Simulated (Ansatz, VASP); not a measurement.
NaF in VASP and in Ansatz

```xyz
2
Lattice="0.0000 2.1927 2.3233 2.4539 0.0000 2.3233 2.4539 2.1927 0.0000" Properties=species:S:1:pos:R:3 pbc="T T T"
Na    0.0000    0.0000    0.0000
F     2.4539    2.1927    2.3233
```

Change from the starting cell: strain +0.0562 x Voigt [1, -1, 0, 0, 0, 0], atoms carried along.

Alike in both runs: task single point; functional r2SCAN; k mesh 8 × 8 × 8; occupations gaussian, width 0.05 eV; no spin polarisation.

```csv
,VASP,Ansatz
version,VASP 6.6.1,Ansatz 0.2.0
potentials or method,"VASP PAW PBE potentials, release 64 (Na_pv, F), cutoff 520 eV","scalar-relativistic, plane waves, PAW"
valence electrons in the cell,14,16
```

|  | VASP | Ansatz | Ansatz less VASP |
| --- | --- | --- | --- |
| gap on the k mesh at the Fermi level (eV) | 7.11 | 7.08 | -0.030 |
| least direct gap on the mesh (eV) | 7.11 | 7.08 | -0.030 |
| pressure (GPa) | -0.7 | -0.3 | +0.41 |
| traceless stress, the component that is largest in VASP (GPa) | 5.56 | 5.41 | -0.147 |

VASP's potentials were made for PBE, not for r2SCAN. VASP's potentials hold 14 valence electrons a cell and Ansatz's 16, so a difference there can come from the potentials and not from the codes.
